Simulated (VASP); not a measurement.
Input of a VASP 6.6.1 run:

File INCAR:

```
  PREC = Accurate
  ENCUT = 520
  EDIFF = 1E-6
  ISMEAR = 0
  SIGMA = 0.15
  LREAL = F
  LASPH = T
  NELM = 80
  ALGO = Normal
  ISIF = 2
  LWAVE = F
  LCHARG = F
  NBANDS = 28
```

File KPOINTS:

```
regular mesh
0
Gamma
  10 10 8
```

File POSCAR:

```
SnO
1.0
    3.7093000000      0.0000000000      0.0000000000
    0.0000000000      3.7093000000      0.0000000000
    0.0000000000      0.0000000000      4.7726000000
Sn O
2 2
Direct
    0.0000000000      0.5000000000      0.2455950842
    0.5000000000      0.0000000000      0.7544049158
    0.0000000000      0.0000000000      0.0000000000
    0.5000000000      0.5000000000      0.0000000000
```

Potentials or basis: VASP PAW LDA potentials, release 64 (Sn_d, O).

The run is started by

```bash
$ cat potpaw_LDA.64/Sn_d/POTCAR potpaw_LDA.64/O/POTCAR > POTCAR
$ mpirun -np 1 vasp_std > vasp.out
```

Predict the pressure.

1.7 GPa.

Estimate the largest force.

0.040 eV/Å.

Stress tensor (GPa, compression positive):
```
 2.88  0.00  0.00
 0.00  2.88  0.00
 0.00  0.00 -0.67
```
